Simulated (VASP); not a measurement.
FeNi3:

```xyz
4
Lattice="3.5104 0.0000 0.0000 0.0000 3.5104 0.0000 0.0000 0.0000 3.5104" Properties=species:S:1:pos:R:3 pbc="T T T"
Fe    0.0000    0.0000    0.0000
Ni    0.0000    1.7552    1.7552
Ni    1.7552    1.7552    0.0000
Ni    1.7552    0.0000    1.7552
```

```yaml
Program: VASP 6.6.1
Task: relaxation of cell and atoms
Functional: PBE
Potentials_or_basis: VASP PAW PBE potentials, release 64 (Fe, Ni)
Cutoff: 600 eV
k_mesh: 6 × 6 × 6
Occupations: gaussian, width 0.1 eV
Spin: collinear spin, ferromagnetic start
Starting_moments: "[3.18, 0.78, 0.78, 0.78] μB"
```

At the start: pressure 6.0 GPa; volume 10.81 Å³/atom.

Task: How do energy, volume and symmetry change on relaxing?

Result: Over 3 steps the energy falls by 5.6 meV/atom and the volume is 11.13 Å³/atom (+2.9 %); space group Pm-3m (No. 221, to 0.1 Å) before and after; moment 4.87 μB per cell.

Step by step:
| step | energy change (eV) | largest force (eV/Å) | pressure (GPa) | volume (Å³) |
| --- | --- | --- | --- | --- |
| 1 | 0.0000 | 0.0000 | 5.96 | 43.26 |
| 2 | 0.0000 | 0.0000 | -5.29 | 45.83 |
| 3 | -0.0225 | 0.0000 | -0.02 | 44.51 |

Final structure:
```
Fe Ni
1.0
     3.54393    0.00000    0.00000
     0.00000    3.54393    0.00000
     0.00000    0.00000    3.54393
Fe Ni
1 3
Direct
  0.00000 0.00000 0.00000
  0.00000 0.50000 0.50000
  0.50000 0.50000 0.00000
  0.50000 0.00000 0.50000
```
